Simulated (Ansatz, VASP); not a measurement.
## Al in VASP and in Ansatz

```
CELL_PARAMETERS angstrom
2.82708 0.00000 0.00000
-1.41354 2.44832 0.00000
0.00000 0.00000 9.18599
ATOMIC_POSITIONS crystal
Al 0.00770 0.99596 0.00119
Al 0.33952 0.66890 0.24984
Al 0.99889 0.00017 0.49987
Al 0.67292 0.33890 0.75096
```

Alike in both runs: task single point; functional r2SCAN; k mesh 6 × 6 × 2; occupations fermi-dirac, width 0.15 eV; no spin polarisation.

```csv
,VASP,Ansatz
version,VASP 6.6.1,Ansatz 0.2.0
potentials or method,"VASP PAW PBE potentials, release 64 (Al), cutoff 520 eV","plane waves, PAW"
valence electrons in the cell,12,12
```

|  | VASP | Ansatz | Ansatz less VASP |
| --- | --- | --- | --- |
| pressure (GPa) | 0.6 | 0.9 | +0.33 |
| traceless stress, the component that is largest in VASP (GPa) | 1.69 | 1.69 | +0.004 |
| rms of the force components (eV/Å) | 0.027 | 0.027 | +0.0002 |

VASP's potentials were made for PBE, not for r2SCAN. Atom by atom the forces differ by 0.000 eV/Å (rms over components). With one functional, cell and mesh, what is left measures potentials, basis and numerics. Ansatz's warnings: stress scf threshold loose.

The k mesh is coarse, so the values compare programs but aren't converged.
